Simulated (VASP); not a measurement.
# Re in VASP: further runs

The runs below take Re through single point, with PBE.

Everything below comes from runs of VASP 6.6.1. Logs are shortened: lines on timing, memory, paths and dates and some standing lists are left out, and cuts for length are marked.

## 1. The cell of the first run

The structure is tetragonal, space group I4/mmm (No. 139). Conventional cell: a = 2.997 Å, b = 2.997 Å, c = 3.915 Å, α = 90.00°, β = 90.00°, γ = 90.00°. Re (site symmetry 4/mmm) has 12 Re at 2.89 to 3.00 Å within 3.8 Å.

## 2. Single point, PBE (normal strain along x +0.0825, normal strain along z +0.0825)

The input, INCAR:

```
SYSTEM = Re
PREC = Accurate ; ENCUT = 520
EDIFF = 1E-7 ; ISMEAR = 0
SIGMA = 0.15 ; LREAL = .False.
LASPH = .True. ; NELM = 100
ALGO = Fast ; ISIF = 2
LWAVE = .False. ; LCHARG = .False.
GGA = PE ; NBANDS = 10
```

The input, KPOINTS:

```
regular mesh
0
Gamma
  10 10 10
  0 0 0
```

The input, POSCAR:

```
Re
1.0
    0.0000000000      1.9577236186      2.1192358171
    2.1192358171      0.0000000000      2.1192358171
    2.1192358171      1.9577236186      0.0000000000
Re
1
Direct
    0.0000000000      0.0000000000      0.0000000000
```

Potentials or basis: VASP PAW PBE potentials, release 64 (Re).

Started as:

```console
$ cat potpaw_PBE.64/Re/POTCAR > POTCAR
$ mpirun -np 1 vasp_std > vasp.out
```

OUTCAR:

```text
SYSTEM = Re
   PREC = Accurate
   ENCUT = 520
   EDIFF = 1E-7
   ISMEAR = 0
   LREAL = .False.
   LASPH = .True.
   NELM = 100
   ISIF = 2
   GGA = PE

 ion  position               nearest neighbor table
   1  0.000  0.000  0.000-

  LATTYP: Found a body centered tetragonal cell.
 ALAT       =     2.9970520344
 C/A-ratio  =     1.3064328521

  Lattice vectors:

 A1 = (   0.0000000000,  -1.9577236186,   2.1192358171)
 A2 = (   0.0000000000,  -1.9577236186,  -2.1192358171)
 A3 = (   2.1192358171,   1.9577236186,   0.0000000000)

Analysis of symmetry for initial positions (statically):
=====================================================================
 Subroutine PRICEL returns:
 Original cell was already a primitive cell.

 Routine SETGRP: Setting up the symmetry group for a
 body centered tetragonal supercell.

 Subroutine GETGRP returns: Found 16 space group operations
 (whereof 16 operations were pure point group operations)
 out of a pool of 16 trial point group operations.

The static configuration has the point symmetry D_4h.

Analysis of symmetry for dynamics (positions and initial velocities):
=====================================================================
 Subroutine PRICEL returns:
 Original cell was already a primitive cell.

 Routine SETGRP: Setting up the symmetry group for a
 body centered tetragonal supercell.

 Subroutine GETGRP returns: Found 16 space group operations
 (whereof 16 operations were pure point group operations)
 out of a pool of 16 trial point group operations.

The dynamic configuration has the point symmetry D_4h.

 Subroutine INISYM returns: Found 16 space group operations
 (whereof 16 operations are pure point group operations),
 and found     1 'primitive' translations

----------------------------------------------------------------------------------------

                                     Primitive cell

  volume of cell :      17.5849

  direct lattice vectors                    reciprocal lattice vectors
     0.000000000  1.957723619  2.119235817    -0.235934102  0.255398666  0.235934102
     2.119235817  0.000000000  2.119235817     0.235934102 -0.255398666  0.235934102
     2.119235817  1.957723619  0.000000000     0.235934102  0.255398666 -0.235934102

  length of vectors
     2.885106968  2.997052034  2.885106968     0.420188386  0.420188386  0.420188386

  position of ions in fractional coordinates (direct lattice)
     0.000000000  0.000000000  0.000000000

  ion indices of the primitive-cell ions
   primitive index   ion index
                 1           1

----------------------------------------------------------------------------------------

 KPOINTS: regular mesh

Automatic generation of k-mesh.
 Grid dimensions read from file:
 generate k-points for:   10   10   10

 Generating k-lattice:

  Cartesian coordinates                     Fractional coordinates (reciprocal lattice)
    -0.023593410  0.025539867  0.023593410     0.100000000  0.000000000 -0.000000000
     0.023593410 -0.025539867  0.023593410     0.000000000  0.100000000  0.000000000
     0.023593410  0.025539867 -0.023593410    -0.000000000  0.000000000  0.100000000

  Length of vectors
     0.042018839  0.042018839  0.042018839

  Shift w.r.t. Gamma in fractional coordinates (k-lattice)
     0.000000000  0.000000000  0.000000000

 Subroutine IBZKPT returns following result:
 ===========================================

 Found    102 irreducible k-points:

 Following reciprocal coordinates:
            Coordinates               Weight
  0.000000  0.000000  0.000000      1.000000
  0.100000  0.000000 -0.000000      8.000000
  0.200000  0.000000 -0.000000      8.000000
  0.300000  0.000000  0.000000      8.000000
  0.400000  0.000000 -0.000000      8.000000
  0.500000  0.000000  0.000000      4.000000
[... 16 lines left out ...]
  0.300000  0.300000  0.000000      4.000000
  0.400000  0.300000  0.000000     16.000000
 [... further k-points ...]
   k-points           NKPTS =    102   k-points in BZ     NKDIM =    102   number of bands    NBANDS=     10
   number of dos      NEDOS =    301   number of ions     NIONS =      1
   total plane-waves  NPLWV =  13824
   dimension x,y,z NGX =    24 NGY =   24 NGZ =   24
   dimension x,y,z NGXF=    48 NGYF=   48 NGZF=   48
   ions per type =               1
   NGX,Y,Z   is equivalent  to a cutoff of  13.83, 13.31, 13.83 a.u.
   NGXF,Y,Z  is equivalent  to a cutoff of  27.66, 26.63, 27.66 a.u.
 SYSTEM =  Re
   PREC   = accura    normal or accurate (medium, high low for compatibility)
   ISTART =      0    job   : 0-new  1-cont  2-samecut
   ICHARG =      2    charge: 1-file 2-atom 10-const
   ISPIN  =      1    spin polarized calculation?
   LNONCOLLINEAR =      F non collinear calculations
   LSORBIT =      F    spin-orbit coupling
   LASPH  =      T    aspherical Exc in radial PAW
   ENCUT  =  520.0 eV  38.22 Ry    6.18 a.u.   5.36  5.57  5.36*2*pi/ulx,y,z
   NELM   =    100;   NELMIN=  2; NELMDL= -5     # of ELM steps
   EDIFF  = 0.1E-06   stopping-criterion for ELM
   LREAL  =      F    real-space projection
   EDIFFG = 0.1E-05   stopping-criterion for IOM
   NSW    =      0    number of steps for IOM
   IBRION =     -1    ionic relax: 0-MD 1-quasi-New 2-CG
   NFREE  =      0    steps in history (QN), initial steepest desc. (CG)
   ISIF   =      2    stress and relaxation
   ISYM   =      2    0-nonsym 1-usesym 2-fastsym
   POTIM  = 0.5000    time-step for ionic-motion
   TEBEG  =    0.0;   TEEND  =   0.0 temperature during run
   PSTRESS=    0.0 pullay stress
   NELECT =       7.0000    total number of electrons
   NUPDOWN=      -1.0000    fix difference up-down
   EMIN   =  10.00;   EMAX   =-10.00  energy-range for DOS
   EFERMI =   0.00;   METHOD = LEGACY
   ISMEAR =     0;   SIGMA  =   0.15  broadening in eV -4-tet -1-fermi 0-gaus
   EFERMI_NEDOS =   21; number of points for ismear=-14 and -15
   IALGO  =     68    algorithm
   IMIX   =      4    mixing-type and parameters
     AMIX     =   0.40;   BMIX     =  1.00
     AMIX_MAG =   1.60;   BMIX_MAG =  1.00
  volume/ion in A,a.u.               =      17.58       118.67
  Fermi-wavevector in a.u.,A,eV,Ry     =   1.204280  2.275760 19.732403  1.450291
  Thomas-Fermi vector in A             =   2.340010
   LORBIT       =      0    0 simple, 1 ext, 2 COOP (PROOUT), +10 PAW based schemes
   GGA     = PE    functional components
   LHFCALC =     F    Hartree Fock is set to
   AEXX    =    0.0000 exact exchange contribution
   IVDW    =     0    specifies the selected vdW correction
   LEPSILON=     F    determine dielectric tensor
   LRPA    =     F    only Hartree local field effects (RPA)
 non-spin polarized calculation
 RMM-DIIS sequential band-by-band and
 Gauss-broadening in eV      SIGMA  =   0.15
  energy-cutoff  :      520.00
  volume of cell :       17.58
 maximum number of plane-waves:       495
 NGX is ok and might be reduce to    24
   NGX = 11   NGY = 11   NGZ = 11

 number of electron       7.0000000 magnetization

 Free energy of the ion-electron system (eV)
  ---------------------------------------------------
  ext. energy  EPLUGINS =         0.00000000
  ---------------------------------------------------
  free energy    TOTEN  =       -11.94627479 eV

  energy without entropy =      -11.93128843  energy(sigma->0) =      -11.93878161

 E-fermi :   6.1329     XC(G=0): -12.7619

 val. band max:        6.1060690409   @ k =   0.3000   0.5000   0.2000
 cond. band min:       6.1347070608   @ k =   0.2000   0.2000   0.0000
 fundamental gap:      0.0286380199
 Fermi energy:         6.1328551482

 k-point     1 :       0.0000    0.0000    0.0000
  band No.  band energies     occupation
      1      -2.8050      2.00000
      2       4.3390      2.00000
      3       4.3390      2.00000
      4       5.2219      2.00000
      5       6.4088      0.00927
      6       7.5135      0.00000
      7      19.8720      0.00000
      8      23.7690      0.00000
      9      23.7690      0.00000
     10      25.9654      0.00000

 k-point     2 :       0.1000    0.0000   -0.0000
  band No.  band energies     occupation
      1      -2.4272      2.00000
      2       4.2525      2.00000
      3       4.4875      2.00000
      4       5.2396      2.00000
      5       6.3642      0.02916
      6       7.3650      0.00000
      7      20.5349      0.00000
      8      22.7300      0.00000
      9      24.3962      0.00000
     10      25.8181      0.00000

 k-point     3 :       0.2000    0.0000   -0.0000
  band No.  band energies     occupation
      1      -1.4133      2.00000
      2       3.9597      2.00000
      3       4.6236      2.00000
      4       5.4067      2.00000
      5       6.6043      0.00001
      6       7.2003      0.00000
      7      20.3479      0.00000
      8      21.9005      0.00000
      9      26.0988      0.00000
     10      27.3467      0.00000

 k-point     4 :       0.3000    0.0000    0.0000
  band No.  band energies     occupation
      1      -0.2446      2.00000
      2       4.0471      2.00000
      3       4.3893      2.00000
      4       5.3474      2.00000
      5       7.5461      0.00000
      6       7.5892      0.00000
      7      17.8814      0.00000
      8      21.2413      0.00000
      9      27.1409      0.00000
     10      27.8223      0.00000
[... 222 lines left out ...]
 k-point    22 :      -0.2000    0.2000    0.0000
  band No.  band energies     occupation
      1       0.5558      2.00000
      2       3.2889      2.00000
      3       4.2649      2.00000
      4       6.0401      1.61840
      5       6.2791      0.16800
      6       9.1367      0.00000
      7      18.4197      0.00000
      8      21.5531      0.00000
      9      23.5178      0.00000
     10      25.2138      0.00000

 k-point    23 :       0.3000    0.3000    0.0000
  band No.  band energies     occupation
      1       0.3792      2.00000
      2       2.3209      2.00000
      3       4.8465      2.00000
      4       7.1887      0.00000
      5       7.2012      0.00000
      6       8.2077      0.00000
      7      20.8427      0.00000
      8      22.0299      0.00000
      9      22.1680      0.00000
     10      24.7922      0.00000

 k-point    24 :       0.4000    0.3000    0.0000
  band No.  band energies     occupation
      1       0.9075      2.00000
      2       2.1304      2.00000
      3       4.8915      2.00000
      4       7.3863      0.00000
      5       8.4882      0.00000
      6       8.8277      0.00000
      7      18.1553      0.00000
      8      20.2679      0.00000
      9      20.7050      0.00000
     10      25.7726      0.00000

 [... further k-points ...]
[... 5 lines left out ...]
  --------------------------------------------------------------------------------------
  -------------------------------------------------------------------------------------
  Total       -4.9113374     -3.5103071     -4.9113374      0.0000000      0.0000000      0.0000000
  in kB     -447.4766826   -319.8274593   -447.4766826      0.0000000      0.0000000      0.0000000
  external PRESSURE =    -404.9269415 kB  Pullay stress =       0.0000000 kB

 VOLUME and BASIS-vectors are now :
 -----------------------------------------------------------------------------
  energy-cutoff  :      520.00
  volume of cell :       17.58
      direct lattice vectors                 reciprocal lattice vectors
     0.000000000  1.957723619  2.119235817    -0.235934102  0.255398666  0.235934102
     2.119235817  0.000000000  2.119235817     0.235934102 -0.255398666  0.235934102
     2.119235817  1.957723619  0.000000000     0.235934102  0.255398666 -0.235934102

 POSITION                                       TOTAL-FORCE (eV/Angst)
 -----------------------------------------------------------------------------------
      0.00000      0.00000      0.00000        -0.000000     -0.000000      0.000000
 -----------------------------------------------------------------------------------
    total drift:                               -0.000000      0.000000     -0.000000

  FREE ENERGIE OF THE ION-ELECTRON SYSTEM (eV)
  ---------------------------------------------------
  free  energy   TOTEN  =       -11.9462747885 eV

  energy  without entropy=      -11.9312884315  energy(sigma->0) =      -11.93878161
```

It took 12 s on 1 thread of Intel Xeon Platinum 8488C (Sapphire Rapids), shared host; peak memory 0.15 GiB.

What came out:

- Free energy: -11.9463 eV
- Pressure: -40.5 GPa

Stress tensor (GPa, compression positive):
```
-44.75   0.00   0.00
  0.00 -31.98   0.00
  0.00   0.00 -44.75
```

Caveat: the cell differs from its parent crystal (normal strain along x +0.0825, normal strain along z +0.0825); spin-orbit coupling is left out, which moves the levels of the heavy elements.

## 3. Single point, PBE (normal strain along x +0.1100, normal strain along z +0.1100)

The input, INCAR:

```
PREC = Accurate
ENCUT = 520
EDIFF = 1E-6
ISMEAR = 0
SIGMA = 0.15
LREAL = False
LASPH = True
NELM = 60
ALGO = Normal
ISIF = 2
LWAVE = False
LCHARG = False
GGA = PE
NBANDS = 10
```

The input, KPOINTS:

```
regular mesh
0
Gamma
  10 10 10
```

The input, POSCAR:

```
Re
1.0
    0.0000000000      1.9577236186      2.1730732166
    2.1730732166      0.0000000000      2.1730732166
    2.1730732166      1.9577236186      0.0000000000
Re
1
Direct
    0.0000000000      0.0000000000      0.0000000000
```

Potentials or basis: VASP PAW PBE potentials, release 64 (Re).

Started as:

```console
$ cat potpaw_PBE.64/Re/POTCAR > POTCAR
$ mpirun -np 1 vasp_std > vasp.out
```

It took 10 s on 1 thread of Intel Xeon Platinum 8488C (Sapphire Rapids), shared host; peak memory 0.15 GiB.

Results (log left out):

* Free energy: -11.6748 eV
* Pressure: -46.9 GPa

Stress tensor (GPa, compression positive):
```
-51.14   0.00   0.00
  0.00 -38.40   0.00
  0.00   0.00 -51.14
```

Levels at points of the mesh, in eV from the Fermi level:
```csv
k point,band 1,band 2,band 3,band 4,band 5,band 6,band 7,band 8
"(0.00, 0.00, 0.00)",-8.61,-1.75,-1.75,-0.68,0.04,1.34,13.71,17.15
"(0.50, 0.00, 0.00)",-5.41,-2.16,-0.93,0.02,2.18,2.91,7.05,12.83
"(0.50, 0.50, 0.00)",-5.18,-4.28,1.46,2.34,2.52,3.46,8.67,10.78
"(0.50, 0.00, 0.50)",-4.98,-4.49,2.51,3.08,3.08,3.34,9.45,9.45
```

Caveat: the cell differs from its parent crystal (normal strain along x +0.1100, normal strain along z +0.1100); spin-orbit coupling is left out, which moves the levels of the heavy elements.

## 4. Single point, PBE (normal strain along x -0.1100, normal strain along z -0.0550)

The input, INCAR:

```
SYSTEM = Re
PREC = Accurate ; ENCUT = 520
EDIFF = 1E-6 ; ISMEAR = 0
SIGMA = 0.15 ; LREAL = .False.
LASPH = .True. ; NELM = 80
ALGO = Normal ; ISIF = 2
LWAVE = .False. ; LCHARG = .False.
GGA = PE ; NBANDS = 10
```

The input, KPOINTS:

```
regular mesh
0
Gamma
  10 10 10
  0 0 0
```

The input, POSCAR:

```
Re
1.0
    0.0000000000      1.9577236186      1.8500488196
    1.7423740206      0.0000000000      1.8500488196
    1.7423740206      1.9577236186      0.0000000000
Re
1
Direct
    0.0000000000      0.0000000000      0.0000000000
```

Started as:

```console
$ cat potpaw_PBE.64/Re/POTCAR > POTCAR
$ mpirun -np 1 vasp_std > vasp.out
```

Wall time 16 s (1 thread of Intel Xeon Platinum 8488C (Sapphire Rapids), shared host); peak memory 0.14 GiB.

Results (log left out):

```
Free energy : -11.6820 eV
Pressure    : 94.8 GPa
```

Stress tensor (GPa, compression positive):
```
114.55   0.00   0.00
  0.00  70.09   0.00
  0.00   0.00  99.71
```

Levels at points of the mesh, in eV from the Fermi level:
```csv
k point,band 1,band 2,band 3,band 4,band 5,band 6,band 7
"(0.00, 0.00, 0.00)",-11.28,-3.39,-2.32,-1.39,0.17,2.64,14.13
"(0.50, 0.00, 0.00)",-8.17,-3.65,-1.74,0.60,4.18,5.31,12.58
"(0.50, 0.50, 0.00)",-8.42,-7.25,3.61,4.27,4.51,6.81,12.44
"(0.50, 0.00, 0.50)",-8.39,-7.24,2.30,4.79,5.18,6.06,13.99
"(0.00, 0.50, 0.50)",-8.43,-7.57,4.60,5.04,5.09,6.41,12.01
```

Caveat: the cell differs from its parent crystal (normal strain along x -0.1100, normal strain along z -0.0550); spin-orbit coupling is left out, which moves the levels of the heavy elements.

## 5. Overview

```tsv
cell	gap on the mesh (eV)	pressure (GPa)
a = 2.885, b = 2.997 Å, angles 58.7, 62.6, 58.7°, 1 atom	none	-40.5
a = 2.925, b = 3.073 Å, angles 58.3, 63.4, 58.3°, 1 atom	none	-46.9
a = 2.694, b = 2.541, c = 2.621 Å, angles 62.9, 57.1, 60.0°, 1 atom	none	94.8
```

Alike in all rows: task single point; level PBE; potentials or basis VASP PAW PBE potentials, release 64 (Re); no spin polarisation; k mesh 10 × 10 × 10; cutoff (eV) 520; smearing gaussian 0.15 eV.

Caveats: spin-orbit coupling is left out, which moves the levels of the heavy elements.

Total energies depend on the potentials used, so only differences within one code and one set of settings carry meaning.
